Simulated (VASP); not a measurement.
Crystal: Sr3Si2.

```xyz
5
Lattice="6.0552 0.0000 0.0000 -3.0276 5.2440 0.0000 0.0000 0.0000 4.2641" Properties=species:S:1:pos:R:3 pbc="T T T"
Sr    3.0276    0.0000    2.1321
Sr   -1.5138    2.6220    2.1321
Sr    1.5138    2.6220    2.1321
Si    3.0276    1.7480    0.5330
Si    0.0000    3.4960    0.5330
```

- Program: VASP 6.6.1
- Task: relaxation of cell and atoms
- Functional: PBE
- Potentials or basis: VASP PAW PBE potentials, release 64 (Sr_sv, Si)
- Cutoff: 600 eV
- k mesh: 3 × 3 × 4
- Occupations: gaussian, width 0.1 eV
- Spin: no spin polarisation

At the start: pressure 34.2 GPa; volume 27.08 Å³/atom.

Problem. Where does the relaxation end?

Solution. Over 13 steps the energy falls by 2350.3 meV/atom and the volume is 50.56 Å³/atom (+86.7 %); space group P6/mmm (No. 191, to 0.05 Å).

Step by step:
```csv
step,energy change (eV),largest force (eV/Å),pressure (GPa),volume (Å³)
1,0.0000,9.4231,34.22,135.40
2,-9.5561,0.2120,-2.32,283.30
3,-10.1302,0.0710,0.23,225.32
4,-10.1304,0.1142,-0.10,229.28
5,-10.7978,0.2303,0.44,232.36
6,-11.5353,0.3123,1.75,232.87
7,-8.0535,0.3021,5.78,206.19
8,-11.5984,0.2586,2.20,230.65
9,-11.6691,0.0886,-0.79,265.68
10,-11.7280,0.1451,0.24,250.81
11,-11.7490,0.0906,0.06,252.34
12,-11.7508,0.0687,-0.01,252.94
13,-11.7517,0.0379,0.00,252.81
```

Final structure:
```
Sr Si
1.0
     8.64683    0.00000    0.00000
    -4.32341    7.48837    0.00000
     0.00000    0.00000    3.90430
Sr Si
3 2
Direct
  0.50000 0.00000 0.55105
  0.00000 0.50000 0.55105
  0.50000 0.50000 0.55105
  0.66667 0.33333 0.04843
  0.33333 0.66667 0.04843
```

Caveat: the k points lie up to 0.40 Å⁻¹ apart in the final cell; the volume moved by over 15 % at a fixed basis, so the end points are rough.
